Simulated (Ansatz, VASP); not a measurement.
One calculation of BAs, two programs

```
CELL_PARAMETERS angstrom
0.00000 2.40454 2.40454
2.40454 0.00000 2.40454
2.40454 2.40454 0.00000
ATOMIC_POSITIONS crystal
B 0.00000 0.00000 0.00000
As 0.25000 0.25000 0.25000
```

Alike in both runs: functional PBE; k mesh 10 × 10 × 10; occupations gaussian, width 0.02 eV; no spin polarisation.

Ansatz relaxed the structure, and its values are those at the end. VASP's run is a single point on that final structure, the one shown.

|  | VASP | Ansatz |
| --- | --- | --- |
| version | VASP 6.6.1 | Ansatz 0.2.0 |
| potentials or method | VASP PAW PBE potentials, release 64 (B, As), cutoff 500 eV | scalar-relativistic, plane waves, PAW |
| valence electrons in the cell | 8 | 18 |

VASP gave:

| Item | Value |
| --- | --- |
| gap on the k mesh at the Fermi level (eV) | 1.20 |
| least direct gap on the mesh (eV) | 3.25 |
| pressure (GPa) | 0.6 |

Question: Which values does Ansatz return?

Answer: gap on the k mesh at the Fermi level (eV): 1.20; least direct gap on the mesh (eV): 3.25; pressure (GPa): 0.0.

The functional is the same, so the differences come from potentials, cutoffs and numerics. VASP's potentials hold 8 valence electrons a cell and Ansatz's 18, so a difference there can come from the potentials and not from the codes.
